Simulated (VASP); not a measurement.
# BeTe (F-43m) in VASP: notebook

BeTe is run at these levels: PBE, r2SCAN; tasks: single point.

Everything below comes from runs of VASP 6.6.1. Logs are shortened: lines on timing, memory, paths and dates and some standing lists are left out, and cuts for length are marked.

## (1) The cell of the first run

Symmetry: F-43m, No. 216, cubic system. Conventional cell: a = 5.657 Å, b = 5.657 Å, c = 5.657 Å, α = 90.00°, β = 90.00°, γ = 90.00°. Be (site symmetry -43m) has 4 Te at 2.45 Å within 3.2 Å. Te (site symmetry -43m) has 4 Be at 2.45 Å within 3.2 Å.

## (2) Single point, PBE

Contents of INCAR:

```
SYSTEM = BeTe
PREC     = Accurate       ! precision mode
ENCUT    = 520            ! plane-wave cutoff, eV
EDIFF    = 1E-6           ! SCF threshold, eV
ISMEAR   = 0              ! smearing method
SIGMA    = 0.01           ! smearing width, eV
LREAL    = .False.        ! projectors in reciprocal space
LASPH    = .True.         ! aspherical terms in the spheres
NELM     = 80             ! most SCF steps
ALGO     = Normal         ! electronic algorithm
ISIF     = 2              ! what is computed and relaxed
LWAVE    = .False.        ! write WAVECAR
LCHARG   = .False.        ! write CHGCAR
GGA      = PE             ! functional
NBANDS   = 11             ! bands
```

Contents of KPOINTS:

```
regular mesh
0
Gamma
  6 6 6
  0 0 0
```

Contents of POSCAR:

```
BeTe
1.0
    0.0000000000      2.8286228760      2.8286228760
    2.8286228760      0.0000000000      2.8286228760
    2.8286228760      2.8286228760      0.0000000000
Be Te
1 1
Direct
    0.0000000000      0.0000000000      0.0000000000
    0.2500000000      0.2500000000      0.2500000000
```

Potentials or basis: VASP PAW PBE potentials, release 64 (Be, Te).

Started as:

```console
$ cat potpaw_PBE.64/Be/POTCAR potpaw_PBE.64/Te/POTCAR > POTCAR
$ mpirun -np 1 vasp_std > vasp.out
```

OUTCAR:

```text
SYSTEM = BeTe
   PREC = Accurate
   ENCUT = 520
   EDIFF = 1E-6
   ISMEAR = 0
   LREAL = .False.
   LASPH = .True.
   NELM = 80
   ISIF = 2
   GGA = PE

 ion  position               nearest neighbor table
   1  0.000  0.000  0.000-   2 2.45   2 2.45   2 2.45   2 2.45
   2  0.250  0.250  0.250-   1 2.45   1 2.45   1 2.45   1 2.45

  LATTYP: Found a face centered cubic cell.
 ALAT       =     5.6572457520

  Lattice vectors:

 A1 = (   0.0000000000,   2.8286228760,   2.8286228760)
 A2 = (   2.8286228760,   0.0000000000,   2.8286228760)
 A3 = (   2.8286228760,   2.8286228760,   0.0000000000)

Analysis of symmetry for initial positions (statically):
=====================================================================
 Subroutine PRICEL returns:
 Original cell was already a primitive cell.

 Routine SETGRP: Setting up the symmetry group for a
 face centered cubic supercell.

 Subroutine GETGRP returns: Found 24 space group operations
 (whereof 24 operations were pure point group operations)
 out of a pool of 48 trial point group operations.

The static configuration has the point symmetry T_d .

Analysis of symmetry for dynamics (positions and initial velocities):
=====================================================================
 Subroutine PRICEL returns:
 Original cell was already a primitive cell.

 Routine SETGRP: Setting up the symmetry group for a
 face centered cubic supercell.

 Subroutine GETGRP returns: Found 24 space group operations
 (whereof 24 operations were pure point group operations)
 out of a pool of 48 trial point group operations.

The dynamic configuration has the point symmetry T_d .

 Subroutine INISYM returns: Found 24 space group operations
 (whereof 24 operations are pure point group operations),
 and found     1 'primitive' translations

----------------------------------------------------------------------------------------

                                     Primitive cell

  volume of cell :      45.2642

  direct lattice vectors                    reciprocal lattice vectors
     0.000000000  2.828622876  2.828622876    -0.176764462  0.176764462  0.176764462
     2.828622876  0.000000000  2.828622876     0.176764462 -0.176764462  0.176764462
     2.828622876  2.828622876  0.000000000     0.176764462  0.176764462 -0.176764462

  length of vectors
     4.000276834  4.000276834  4.000276834     0.306165029  0.306165029  0.306165029

  position of ions in fractional coordinates (direct lattice)
     0.000000000  0.000000000  0.000000000
     0.250000000  0.250000000  0.250000000

  ion indices of the primitive-cell ions
   primitive index   ion index
                 1           1
                 2           2

----------------------------------------------------------------------------------------

 KPOINTS: regular mesh

Automatic generation of k-mesh.
 Grid dimensions read from file:
 generate k-points for:    6    6    6

 Generating k-lattice:

  Cartesian coordinates                     Fractional coordinates (reciprocal lattice)
    -0.029460744  0.029460744  0.029460744     0.166666667  0.000000000  0.000000000
     0.029460744 -0.029460744  0.029460744     0.000000000  0.166666667  0.000000000
     0.029460744  0.029460744 -0.029460744     0.000000000  0.000000000  0.166666667

  Length of vectors
     0.051027505  0.051027505  0.051027505

  Shift w.r.t. Gamma in fractional coordinates (k-lattice)
     0.000000000  0.000000000  0.000000000

 Subroutine IBZKPT returns following result:
 ===========================================

 Found     16 irreducible k-points:

 Following reciprocal coordinates:
            Coordinates               Weight
  0.000000  0.000000  0.000000      1.000000
  0.166667  0.000000  0.000000      8.000000
  0.333333  0.000000  0.000000      8.000000
  0.500000  0.000000  0.000000      4.000000
  0.166667  0.166667  0.000000      6.000000
  0.333333  0.166667  0.000000     24.000000
[... 8 lines left out ...]
 -0.333333  0.333333  0.166667     24.000000
 -0.333333  0.500000  0.166667     12.000000
   k-points           NKPTS =     16   k-points in BZ     NKDIM =     16   number of bands    NBANDS=     11
   number of dos      NEDOS =    301   number of ions     NIONS =      2
   total plane-waves  NPLWV =  27000
   dimension x,y,z NGX =    30 NGY =   30 NGZ =   30
   dimension x,y,z NGXF=    60 NGYF=   60 NGZF=   60
   ions per type =               1   1
   NGX,Y,Z   is equivalent  to a cutoff of  12.47, 12.47, 12.47 a.u.
   NGXF,Y,Z  is equivalent  to a cutoff of  24.94, 24.94, 24.94 a.u.
 SYSTEM =  BeTe
   PREC   = accura    normal or accurate (medium, high low for compatibility)
   ISTART =      0    job   : 0-new  1-cont  2-samecut
   ICHARG =      2    charge: 1-file 2-atom 10-const
   ISPIN  =      1    spin polarized calculation?
   LNONCOLLINEAR =      F non collinear calculations
   LSORBIT =      F    spin-orbit coupling
   LASPH  =      T    aspherical Exc in radial PAW
   ENCUT  =  520.0 eV  38.22 Ry    6.18 a.u.   7.44  7.44  7.44*2*pi/ulx,y,z
   NELM   =     80;   NELMIN=  2; NELMDL= -5     # of ELM steps
   EDIFF  = 0.1E-05   stopping-criterion for ELM
   LREAL  =      F    real-space projection
   EDIFFG = 0.1E-04   stopping-criterion for IOM
   NSW    =      0    number of steps for IOM
   IBRION =     -1    ionic relax: 0-MD 1-quasi-New 2-CG
   NFREE  =      0    steps in history (QN), initial steepest desc. (CG)
   ISIF   =      2    stress and relaxation
   ISYM   =      2    0-nonsym 1-usesym 2-fastsym
   POTIM  = 0.5000    time-step for ionic-motion
   TEBEG  =    0.0;   TEEND  =   0.0 temperature during run
   PSTRESS=    0.0 pullay stress
   NELECT =       8.0000    total number of electrons
   NUPDOWN=      -1.0000    fix difference up-down
   EMIN   =  10.00;   EMAX   =-10.00  energy-range for DOS
   EFERMI =   0.00;   METHOD = LEGACY
   ISMEAR =     0;   SIGMA  =   0.01  broadening in eV -4-tet -1-fermi 0-gaus
   EFERMI_NEDOS =   21; number of points for ismear=-14 and -15
   IALGO  =     38    algorithm
   IMIX   =      4    mixing-type and parameters
     AMIX     =   0.40;   BMIX     =  1.00
     AMIX_MAG =   1.60;   BMIX_MAG =  1.00
  volume/ion in A,a.u.               =      22.63       152.73
  Fermi-wavevector in a.u.,A,eV,Ry     =   0.918727  1.736142 11.484122  0.844059
  Thomas-Fermi vector in A             =   2.043841
   LORBIT       =      0    0 simple, 1 ext, 2 COOP (PROOUT), +10 PAW based schemes
   GGA     = PE    functional components
   LHFCALC =     F    Hartree Fock is set to
   AEXX    =    0.0000 exact exchange contribution
   IVDW    =     0    specifies the selected vdW correction
   LEPSILON=     F    determine dielectric tensor
   LRPA    =     F    only Hartree local field effects (RPA)
 non-spin polarized calculation
 Gauss-broadening in eV      SIGMA  =   0.01
  energy-cutoff  :      520.00
  volume of cell :       45.26
 maximum number of plane-waves:      1243
 NGX is ok and might be reduce to    30
   NGX = 15   NGY = 15   NGZ = 15

 number of electron       8.0000000 magnetization

 Free energy of the ion-electron system (eV)
  ---------------------------------------------------
  ext. energy  EPLUGINS =         0.00000000
  ---------------------------------------------------
  free energy    TOTEN  =        -7.61857842 eV

  energy without entropy =       -7.61857842  energy(sigma->0) =       -7.61857842

 E-fermi :   5.0678     XC(G=0):  -9.0015

 val. band max:        4.9493377937   @ k =   0.0000   0.0000   0.0000
 cond. band min:       6.9545097449   @ k =   0.5000   0.5000   0.0000
 fundamental gap:      2.0051719512
 Fermi energy:         5.0677545987

 k-point     1 :       0.0000    0.0000    0.0000
  band No.  band energies     occupation
      1      -7.2597      2.00000
      2       4.9493      2.00000
      3       4.9493      2.00000
      4       4.9493      2.00000
      5       8.5687      0.00000
      6       8.5687      0.00000
      7       8.5687      0.00000
      8       8.6728      0.00000
      9      13.2453      0.00000
     10      15.1649      0.00000
     11      15.1649      0.00000

 k-point     2 :       0.1667    0.0000    0.0000
  band No.  band energies     occupation
      1      -7.0061      2.00000
      2       2.9830      2.00000
      3       4.5793      2.00000
      4       4.5793      2.00000
      5       8.3889      0.00000
      6       9.1014      0.00000
      7       9.1014      0.00000
      8      10.6519      0.00000
      9      13.8705      0.00000
     10      14.0264      0.00000
     11      14.0264      0.00000

 k-point     3 :       0.3333    0.0000    0.0000
  band No.  band energies     occupation
      1      -6.3740      2.00000
      2       0.5590      2.00000
      3       4.0481      2.00000
      4       4.0481      2.00000
      5       8.1013      0.00000
      6       9.5634      0.00000
      7       9.5634      0.00000
      8      12.6939      0.00000
      9      14.2460      0.00000
     10      14.5332      0.00000
     11      14.5332      0.00000

 k-point     4 :       0.5000    0.0000    0.0000
  band No.  band energies     occupation
      1      -5.9483      2.00000
      2      -0.5065      2.00000
      3       3.8388      2.00000
      4       3.8388      2.00000
      5       7.9888      0.00000
      6       9.5435      0.00000
      7       9.5435      0.00000
      8      12.7718      0.00000
      9      15.8289      0.00000
     10      16.4014      0.00000
     11      16.4014      0.00000

 k-point     5 :       0.1667    0.1667    0.0000
  band No.  band energies     occupation
      1      -6.9208      2.00000
      2       3.2682      2.00000
      3       3.9602      2.00000
      4       3.9602      2.00000
      5       7.9856      0.00000
      6       9.9014      0.00000
      7      10.0761      0.00000
      8      10.0761      0.00000
      9      12.7839      0.00000
     10      14.5387      0.00000
     11      15.5943      0.00000
[... 99 lines left out ...]
 k-point    13 :       0.5000    0.5000    0.0000
  band No.  band energies     occupation
      1      -5.4691      2.00000
      2      -0.0952      2.00000
      3       2.3539      2.00000
      4       2.3539      2.00000
      5       6.9545      0.00000
      6       7.6326      0.00000
      7      14.5684      0.00000
      8      14.5684      0.00000
      9      16.4177      0.00000
     10      17.8147      0.00000
     11      18.3093      0.00000

 k-point    14 :       0.5000    0.3333    0.1667
  band No.  band energies     occupation
      1      -5.8975      2.00000
      2       0.6154      2.00000
      3       1.9537      2.00000
      4       3.0050      2.00000
      5       8.9015      0.00000
      6       9.9052      0.00000
      7      10.1597      0.00000
      8      12.6029      0.00000
      9      14.9498      0.00000
     10      15.3400      0.00000
     11      17.5553      0.00000

 k-point    15 :      -0.3333    0.3333    0.1667
  band No.  band energies     occupation
      1      -5.5820      2.00000
      2       0.1754      2.00000
      3       1.5236      2.00000
      4       2.5913      2.00000
      5       9.4419      0.00000
      6       9.6313      0.00000
      7      11.8132      0.00000
      8      12.0977      0.00000
      9      13.6080      0.00000
     10      16.7704      0.00000
     11      17.4527      0.00000

 k-point    16 :      -0.3333    0.5000    0.1667
  band No.  band energies     occupation
      1      -5.4452      2.00000
      2       0.2316      2.00000
      3       1.6276      2.00000
      4       1.9257      2.00000
      5       8.6684      0.00000
      6       9.2209      0.00000
      7      12.2403      0.00000
      8      12.5101      0.00000
      9      15.8016      0.00000
     10      16.6272      0.00000
     11      17.7271      0.00000

------------------------ aborting loop because EDIFF is reached ----------------------------------------

  FORCE on cell =-STRESS in cart. coord.  units (eV):
  Direction    XX          YY          ZZ          XY          YZ          ZX
  --------------------------------------------------------------------------------------
  -------------------------------------------------------------------------------------
  Total        0.1062766      0.1062766      0.1062766     -0.0000000      0.0000000     -0.0000000
  in kB        3.7617760      3.7617760      3.7617760     -0.0000000      0.0000000     -0.0000000
  external PRESSURE =       3.7617760 kB  Pullay stress =       0.0000000 kB

 VOLUME and BASIS-vectors are now :
 -----------------------------------------------------------------------------
  energy-cutoff  :      520.00
  volume of cell :       45.26
      direct lattice vectors                 reciprocal lattice vectors
     0.000000000  2.828622876  2.828622876    -0.176764462  0.176764462  0.176764462
     2.828622876  0.000000000  2.828622876     0.176764462 -0.176764462  0.176764462
     2.828622876  2.828622876  0.000000000     0.176764462  0.176764462 -0.176764462

 POSITION                                       TOTAL-FORCE (eV/Angst)
 -----------------------------------------------------------------------------------
      0.00000      0.00000      0.00000        -0.000000     -0.000000     -0.000000
      1.41431      1.41431      1.41431         0.000000      0.000000      0.000000
 -----------------------------------------------------------------------------------
    total drift:                                0.000000      0.000000      0.000000

  FREE ENERGIE OF THE ION-ELECTRON SYSTEM (eV)
  ---------------------------------------------------
  free  energy   TOTEN  =        -7.6185784219 eV

  energy  without entropy=       -7.6185784219  energy(sigma->0) =       -7.61857842
```

Wall time 6.5 s (1 thread of Intel Xeon 6975P-C, shared host); peak memory 0.17 GiB.

What came out:

| Item | Value |
| --- | --- |
| Free energy | -7.6186 eV |
| Pressure | 0.4 GPa |
| Band gap on the k mesh | 2.01 eV, indirect (least direct gap 3.62 eV) |

Caveat: spin-orbit coupling is left out, which moves the levels of the heavy elements.

## (3) Single point, PBE

Contents of INCAR:

```
PREC     = Accurate       # precision mode
ENCUT    = 520            # plane-wave cutoff, eV
EDIFF    = 1E-6           # SCF threshold, eV
ISMEAR   = 0              # smearing method
SIGMA    = 0.01           # smearing width, eV
LREAL    = False          # projectors in reciprocal space
LASPH    = True           # aspherical terms in the spheres
NELM     = 80             # most SCF steps
ALGO     = Normal         # electronic algorithm
ISIF     = 2              # what is computed and relaxed
LWAVE    = False          # write WAVECAR
LCHARG   = True           # write CHGCAR
GGA      = PE             # functional
LELF     = True           # ELF
LVHAR    = True         
NBANDS   = 11             # bands
```

Contents of KPOINTS:

```
regular mesh
0
Gamma
  6 6 6
```

POSCAR is that of step 2.

Potentials or basis: VASP PAW PBE potentials, release 64 (Be, Te).

Started as:

```console
$ cat potpaw_PBE.64/Be/POTCAR potpaw_PBE.64/Te/POTCAR > POTCAR
$ mpirun -np 1 vasp_std > vasp.out
```

It took 6.7 s on 1 thread of Intel Xeon 6975P-C, shared host; peak memory 0.17 GiB.

Results (log left out):

```
Free energy            : -7.6186 eV
Pressure               : 0.4 GPa
Band gap on the k mesh : 2.01 eV, indirect (least direct gap 3.62 eV)
```

Levels at points of the mesh, in eV from the valence-band top:
| k point | band 1 | band 2 | band 3 | band 4 | band 5 | band 6 | band 7 | band 8 | band 9 |
| --- | --- | --- | --- | --- | --- | --- | --- | --- | --- |
| (0.00, 0.00, 0.00) | -12.21 | 0.00 | 0.00 | 0.00 | 3.62 | 3.62 | 3.62 | 3.72 | 8.30 |
| (0.50, 0.00, 0.00) | -10.90 | -5.46 | -1.11 | -1.11 | 3.04 | 4.59 | 4.59 | 7.82 | 10.88 |
| (0.50, 0.50, 0.00) | -10.42 | -5.04 | -2.60 | -2.60 | 2.01 | 2.68 | 9.62 | 9.62 | 11.47 |

Caveat: spin-orbit coupling is left out, which moves the levels of the heavy elements. A k mesh can miss the band edges.

## (4) Single point, r2SCAN

POSCAR is that of step 3.

Contents of INCAR.step1:

```
  PREC = Accurate
  ENCUT = 520
  ISMEAR = 0
  SIGMA = 0.01
  LREAL = False
  LASPH = True
  NELM = 60
  NBANDS = 11
  GGA = PE
  ALGO = Normal
  EDIFF = 1E-4
  LWAVE = True
  LCHARG = False
```

Contents of INCAR.step2:

```
  PREC = Accurate
  ENCUT = 520
  EDIFF = 1E-6
  ISMEAR = 0
  SIGMA = 0.01
  LREAL = False
  LASPH = True
  NELM = 60
  ALGO = Normal
  ISIF = 2
  LWAVE = False
  LCHARG = True
  METAGGA = R2SCAN
  LMIXTAU = True
  LELF = True
  LVHAR = True
  NBANDS = 11
  ISTART = 1
```

Contents of KPOINTS:

```
Automatic mesh
0
Gamma
  6 6 6
```

Started as:

```console
$ cat potpaw_PBE.64/Be/POTCAR potpaw_PBE.64/Te/POTCAR > POTCAR
$ cp INCAR.step1 INCAR
$ mpirun -np 1 vasp_std > vasp.out
$ cp INCAR.step2 INCAR
$ mpirun -np 1 vasp_std > vasp.out
```

It took 26 s on 1 thread of Intel Xeon 6975P-C, shared host; peak memory 0.17 GiB.

Results (log left out):

| Quantity | Value |
| --- | --- |
| Free energy | -30.6799 eV |
| Pressure | 0.2 GPa |
| Band gap on the k mesh | 2.37 eV, indirect (least direct gap 4.03 eV) |

Levels at points of the mesh, in eV from the valence-band top:
| k point | band 1 | band 2 | band 3 | band 4 | band 5 | band 6 | band 7 | band 8 | band 9 |
| --- | --- | --- | --- | --- | --- | --- | --- | --- | --- |
| (0.00, 0.00, 0.00) | -12.69 | 0.00 | 0.00 | 0.00 | 4.03 | 4.03 | 4.03 | 4.41 | 9.01 |
| (0.50, 0.00, 0.00) | -11.29 | -5.68 | -1.15 | -1.15 | 3.52 | 5.02 | 5.02 | 8.47 | 11.71 |
| (0.50, 0.50, 0.00) | -10.77 | -5.27 | -2.69 | -2.69 | 2.37 | 3.01 | 10.48 | 10.48 | 12.44 |

Caveat: the PAW data sets were made with another functional, which shifts forces and pressure a little; spin-orbit coupling is left out, which moves the levels of the heavy elements. r2SCAN opens gaps a little over a GGA but as a rule still falls short of measured ones.

## (5) Single point, r2SCAN

POSCAR is that of step 4.

Contents of INCAR.step1:

```
SYSTEM = BeTe
ALGO = Normal
EDIFF = 1E-4
ENCUT = 520
GGA = PE
ISMEAR = 0
LASPH = .True.
LCHARG = .False.
LREAL = .False.
LWAVE = .True.
NBANDS = 11
NELM = 60
PREC = Accurate
SIGMA = 0.01
```

Contents of INCAR.step2:

```
SYSTEM = BeTe
ALGO = Normal
EDIFF = 1E-7
ENCUT = 520
ISIF = 2
ISMEAR = 0
ISTART = 1
LASPH = .True.
LCHARG = .True.
LELF = .True.
LMIXTAU = .True.
LREAL = .False.
LVHAR = .True.
LWAVE = .False.
METAGGA = R2SCAN
NBANDS = 11
NELM = 60
PREC = Accurate
SIGMA = 0.01
```

Contents of KPOINTS:

```
k-points
0
Gamma
  6 6 6
  0 0 0
```

Started as:

```console
$ cat potpaw_PBE.64/Be/POTCAR potpaw_PBE.64/Te/POTCAR > POTCAR
$ cp INCAR.step1 INCAR
$ mpirun -np 1 vasp_std > vasp.out
$ cp INCAR.step2 INCAR
$ mpirun -np 1 vasp_std > vasp.out
```

It took 34 s on 1 thread of Intel Xeon 6975P-C, shared host; peak memory 0.17 GiB.

Results (log left out):

```
Free energy            : -30.6799 eV
Pressure               : 0.2 GPa
Band gap on the k mesh : 2.37 eV, indirect (least direct gap 4.03 eV)
```

Levels at points of the mesh, in eV from the valence-band top:
```tsv
k point	band 1	band 2	band 3	band 4	band 5	band 6	band 7	band 8
(0.00, 0.00, 0.00)	-12.69	0.00	0.00	0.00	4.03	4.03	4.03	4.40
(0.50, 0.00, 0.00)	-11.29	-5.68	-1.15	-1.15	3.51	5.02	5.02	8.47
(0.50, 0.50, 0.00)	-10.77	-5.27	-2.69	-2.69	2.37	3.01	10.48	10.48
```

Caveat: the PAW data sets were made with another functional, which shifts forces and pressure a little; spin-orbit coupling is left out, which moves the levels of the heavy elements.
